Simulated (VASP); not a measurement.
Here is a VASP 6.6.1 calculation.

INCAR

```
ALGO = Normal ; EDIFF = 1E-6
ENCUT = 520 ; GGA = PE
ISIF = 2 ; ISMEAR = 0
IVDW = 12 ; LASPH = True
LCHARG = False ; LREAL = False
LWAVE = False ; NBANDS = 26
NELM = 60 ; PREC = Accurate
SIGMA = 0.02
```

File KPOINTS:

```
k-points
0
Gamma
  8 6 4
```

POSCAR

```
NaP2
1.0
    3.2137844053     -0.0619707623      0.0787835569
   -1.4863724581      5.2323605370      0.0146651138
   -0.2082155252     -0.9911693527      6.6636813557
Na P
2 4
Direct
    0.1388290213      0.7801548814      0.1606075044
    0.8611709787      0.2198451186      0.8393924956
    0.5922089049      0.6826544829      0.7854982373
    0.8972988934      0.2926224643      0.4307656247
    0.4077910951      0.3173455171      0.2145017627
    0.1027011066      0.7073775357      0.5692343753
```

Potentials or basis: VASP PAW PBE potentials, release 64 (Na_pv, P).

Launch:

```bash
$ cat potpaw_PBE.64/Na_pv/POTCAR potpaw_PBE.64/P/POTCAR > POTCAR
$ mpirun -np 1 vasp_std > vasp.out
```

Estimate the band gap on the k mesh.

0.70 eV (least direct gap 1.67 eV).

Predict the pressure.

3.8 GPa.

Estimate the dispersion energy per atom.

-0.341 eV.

Stress tensor (GPa, compression positive):
```
 3.74 -0.01  0.01
-0.01  3.87  0.05
 0.01  0.05  3.72
```

Caveat: the cell stands under pressure. A k mesh can miss the band edges.
